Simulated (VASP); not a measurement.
# ZnSe in VASP: single point with PBE

Aim: the single point of ZnSe with PBE.

Everything below comes from runs of VASP 6.6.1. Logs are shortened: lines on timing, memory, paths and dates and some standing lists are left out, and cuts for length are marked.

## 1. The cell of the first run

The cell holds a slab with vacuum, 2 atoms: a = 4.054 Å, b = 5.733 Å, c = 16.000 Å, α = 90.00°, β = 90.00°, γ = 90.00°.

## 2. Single point, PBE

POSCAR

```
ZnSe
1.0
    4.0536314784      0.0000000000      0.0000000000
    0.0000000000      5.7327006135      0.0000000000
    0.0000000000      0.0000000000     16.0000000000
Zn Se
1 1
Direct
    0.2500000000      0.1250000000      0.5000000000
    0.7500000000      0.8750000000      0.5000000000
```

INCAR.step1

```
SYSTEM = ZnSe
  PREC = Accurate
  ENCUT = 520
  EDIFF = 1E-6
  ISMEAR = -1
  SIGMA = 0.02
  LREAL = .FALSE.
  LASPH = .TRUE.
  NELM = 60
  ALGO = Normal
  ISIF = 2
  LWAVE = .FALSE.
  LCHARG = .TRUE.
  LDIPOL = .TRUE.
  IDIPOL = 3
  DIPOL = 0.5 0.5 0.500
  GGA = PE
  NBANDS = 16
```

KPOINTS.step1

```
regular mesh
0
G
  6 5 1
  0 0 0
```

INCAR.step2

```
SYSTEM = ZnSe
  PREC = Accurate
  ENCUT = 520
  EDIFF = 1E-6
  ISMEAR = -5
  SIGMA = 0.02
  LREAL = .FALSE.
  LASPH = .TRUE.
  NELM = 60
  ALGO = Normal
  ISIF = 2
  LWAVE = .FALSE.
  LCHARG = .FALSE.
  LDIPOL = .TRUE.
  IDIPOL = 3
  DIPOL = 0.5 0.5 0.500
  GGA = PE
  LORBIT = 11
  NBANDS = 16
  NEDOS = 2001
  ICHARG = 11
```

KPOINTS.step2

```
regular mesh
0
G
  9 8 1
  0 0 0
```

Potentials or basis: VASP PAW PBE potentials, release 64 (Zn, Se).

Started as:

```console
$ cat potpaw_PBE.64/Zn/POTCAR potpaw_PBE.64/Se/POTCAR > POTCAR
$ cp INCAR.step1 INCAR
$ cp KPOINTS.step1 KPOINTS
$ mpirun -np 1 vasp_std > vasp.out
$ cp INCAR.step2 INCAR
$ cp KPOINTS.step2 KPOINTS
$ mpirun -np 1 vasp_std > vasp.out
```

OUTCAR:

```text
SYSTEM = ZnSe
   PREC = Accurate
   ENCUT = 520
   EDIFF = 1E-6
   ISMEAR = -5
   LREAL = .FALSE.
   LASPH = .TRUE.
   NELM = 60
   ISIF = 2
   GGA = PE
   LORBIT = 11
   ICHARG = 11

 ion  position               nearest neighbor table
   1  0.250  0.125  0.500-   2 2.48   2 2.48
   2  0.750  0.875  0.500-   1 2.48   1 2.48

  LATTYP: Found a simple orthorhombic cell.
 ALAT       =     4.0536314784
 B/A-ratio  =     1.4142135623
 C/A-ratio  =     3.9470780916

  Lattice vectors:

 A1 = (   4.0536314784,   0.0000000000,   0.0000000000)
 A2 = (   0.0000000000,   5.7327006135,   0.0000000000)
 A3 = (   0.0000000000,   0.0000000000,  16.0000000000)

Analysis of symmetry for initial positions (statically):
=====================================================================
 Subroutine PRICEL returns:
 Original cell was already a primitive cell.

 Routine SETGRP: Setting up the symmetry group for a
 simple orthorhombic supercell.

 Subroutine GETGRP returns: Found  4 space group operations
 (whereof  2 operations were pure point group operations)
 out of a pool of  8 trial point group operations.

The static configuration has the point symmetry C_1h.
 The point group associated with its full space group is C_2v.

Analysis of symmetry for dynamics (positions and initial velocities):
=====================================================================
 Subroutine PRICEL returns:
 Original cell was already a primitive cell.

 Routine SETGRP: Setting up the symmetry group for a
 simple orthorhombic supercell.

 Subroutine GETGRP returns: Found  4 space group operations
 (whereof  2 operations were pure point group operations)
 out of a pool of  8 trial point group operations.

The dynamic configuration has the point symmetry C_1h.
 The point group associated with its full space group is C_2v.

 Subroutine INISYM returns: Found  4 space group operations
 (whereof  2 operations are pure point group operations),
 and found     1 'primitive' translations

----------------------------------------------------------------------------------------

                                     Primitive cell

  volume of cell :     371.8121

  direct lattice vectors                    reciprocal lattice vectors
     4.053631478  0.000000000  0.000000000     0.246692381  0.000000000  0.000000000
     0.000000000  5.732700613  0.000000000     0.000000000  0.174437855  0.000000000
     0.000000000  0.000000000 16.000000000     0.000000000  0.000000000  0.062500000
[... 98 lines left out ...]
   EMIN   =  10.00;   EMAX   =-10.00  energy-range for DOS
   EFERMI =   0.00;   METHOD = LEGACY
   ISMEAR =    -5;   SIGMA  =   0.02  broadening in eV -4-tet -1-fermi 0-gaus
   EFERMI_NEDOS =   21; number of points for ismear=-14 and -15
   IALGO  =     38    algorithm
   IMIX   =      4    mixing-type and parameters
     AMIX     =   0.40;   BMIX     =  1.00
     AMIX_MAG =   1.60;   BMIX_MAG =  1.00
  volume/ion in A,a.u.               =     185.91      1254.56
  Fermi-wavevector in a.u.,A,eV,Ry     =   0.596657  1.127518  4.843663  0.355999
  Thomas-Fermi vector in A             =   1.647085
   LORBIT       =     11    0 simple, 1 ext, 2 COOP (PROOUT), +10 PAW based schemes
   GGA     = PE    functional components
   LHFCALC =     F    Hartree Fock is set to
   AEXX    =    0.0000 exact exchange contribution
   IVDW    =     0    specifies the selected vdW correction
   LEPSILON=     F    determine dielectric tensor
   LRPA    =     F    only Hartree local field effects (RPA)
 non-spin polarized calculation
 Fermi weights with tetrahedron method with Bloechl corrections
  energy-cutoff  :      520.00
  volume of cell :      371.81
 maximum number of plane-waves:     10067
 NGX is ok and might be reduce to    30

 number of electron      18.0000017 magnetization

 dipolmoment           0.000000      0.000000     -0.000000 electrons x Angstroem

 Free energy of the ion-electron system (eV)
  ---------------------------------------------------
  ext. energy  EPLUGINS =         0.00000000
  ---------------------------------------------------
  free energy    TOTEN  =        -4.15708308 eV

  energy without entropy =       -4.15708308  energy(sigma->0) =       -4.15708308

 E-fermi :  -4.6273     XC(G=0):  -2.0481

 val. band max:       -4.6293819972   @ k =   0.4444   0.5000   0.0000
 cond. band min:      -3.7402545133   @ k =   0.0000   0.0000   0.0000
 fundamental gap:      0.8891274838
 Fermi energy:        -4.6273272220

 k-point     1 :       0.0000    0.0000    0.0000
  band No.  band energies     occupation
      1     -16.1140      2.00000
      2     -11.1662      2.00000
      3     -11.0672      2.00000
      4     -11.0553      2.00000
      5     -10.9680      2.00000
      6     -10.9460      2.00000
[... 433 lines left out ...]
      3     -11.0479      2.00000
      4     -11.0008      2.00000
      5     -10.9809      2.00000
      6     -10.8942      2.00000
[... 8 lines left out ...]
     15       2.7128      0.00000
     16       3.1441      0.00000

 [... further k-points ...]

------------------------ aborting loop because EDIFF is reached ----------------------------------------

 vacuum level on the upper side and lower side of the slab       (xc-potential included)        -0.007        -0.007

  FORCE on cell =-STRESS in cart. coord.  units (eV):
  Direction    XX          YY          ZZ          XY          YZ          ZX
  --------------------------------------------------------------------------------------
  -------------------------------------------------------------------------------------
  Total       -2.4749833     -3.1485995     -0.0280095      0.0000000      0.0000000      0.0000000
  in kB      -10.6649628    -13.5676459     -0.1206959      0.0000000      0.0000000      0.0000000
  external PRESSURE =      -8.1177682 kB  Pullay stress =       0.0000000 kB

 VOLUME and BASIS-vectors are now :
 -----------------------------------------------------------------------------
  energy-cutoff  :      520.00
  volume of cell :      371.81
      direct lattice vectors                 reciprocal lattice vectors
     4.053631478  0.000000000  0.000000000     0.246692381  0.000000000  0.000000000
     0.000000000  5.732700613  0.000000000     0.000000000  0.174437855  0.000000000
     0.000000000  0.000000000 16.000000000     0.000000000  0.000000000  0.062500000

 POSITION                                       TOTAL-FORCE (eV/Angst)
 -----------------------------------------------------------------------------------
      1.01341      0.71659      8.00000         0.000000     -1.897090      0.000000
      3.04022      5.01611      8.00000         0.000000      1.897090      0.000000
 -----------------------------------------------------------------------------------
    total drift:                                0.000000      0.001030     -0.000000

  FREE ENERGIE OF THE ION-ELECTRON SYSTEM (eV)
  ---------------------------------------------------
  free  energy   TOTEN  =        -4.1570830827 eV

  energy  without entropy=       -4.1570830827  energy(sigma->0) =       -4.15708308

 vacuum level on the upper side and lower side of the slab         0.915         0.915

 total charge

# of ion       s       p       d       tot
------------------------------------------
    1        0.590   0.224   9.766  10.580
    2        1.468   2.265   0.013   3.746
--------------------------------------------------
tot          2.058   2.489   9.780  14.326
```

OUTCAR.step1:

```text
SYSTEM = ZnSe
   PREC = Accurate
   ENCUT = 520
   EDIFF = 1E-6
   ISMEAR = -1
   LREAL = .FALSE.
   LASPH = .TRUE.
   NELM = 60
   ISIF = 2
[... 441 lines left out ...]
      1.01341      0.71659      8.00000         0.000000     -1.900069      0.000000
      3.04022      5.01611      8.00000         0.000000      1.900069      0.000000
 -----------------------------------------------------------------------------------
    total drift:                                0.000000     -0.000024     -0.000000

  FREE ENERGIE OF THE ION-ELECTRON SYSTEM (eV)
  ---------------------------------------------------
  free  energy   TOTEN  =        -4.1551163772 eV

  energy  without entropy=       -4.1551163772  energy(sigma->0) =       -4.15511638

 vacuum level on the upper side and lower side of the slab         0.915         0.915
```

Wall time 2 min (1 thread of Intel Xeon 6975P-C (Granite Rapids), shared host); peak memory 0.47 GiB.

What came out:

* Valence electrons inside the program's atomic spheres: Zn 10.58; Se 3.75
